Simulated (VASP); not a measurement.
Here is a VASP 6.6.1 calculation.

INCAR

```
PREC = Accurate ; ENCUT = 520
EDIFF = 1E-7 ; ISMEAR = 0
SIGMA = 0.15 ; LREAL = F
LASPH = T ; NELM = 60
ALGO = Normal ; ISIF = 2
LWAVE = F ; LCHARG = F
GGA = PE ; NBANDS = 15
```

The input KPOINTS:

```
Automatic mesh
0
Gamma
  18 18 18
```

POSCAR

```
ZrC
1.0
    0.0000000000      2.4442184000      2.4442184000
    2.4442184000      0.0000000000      2.4442184000
    2.4442184000      2.4442184000      0.0000000000
Zr C
1 1
Direct
    0.5000000000      0.5000000000      0.5000000000
    0.0000000000      0.0000000000      0.0000000000
```

Potentials or basis: VASP PAW PBE potentials, release 64 (Zr_sv, C).

Command:

```sh
$ cat potpaw_PBE.64/Zr_sv/POTCAR potpaw_PBE.64/C/POTCAR > POTCAR
$ mpirun -np 1 vasp_std > vasp.out
```

(1) Predict the band gap on the k mesh.

(2) Predict the pressure.

Results:

(1) zero (bands 8 and 9 overlap by 1.25 eV).

(2) -19.7 GPa.

Caveat: the cell differs from its parent crystal (strain +0.040 along x and y, +0.040 along z); the cell stands under tension.
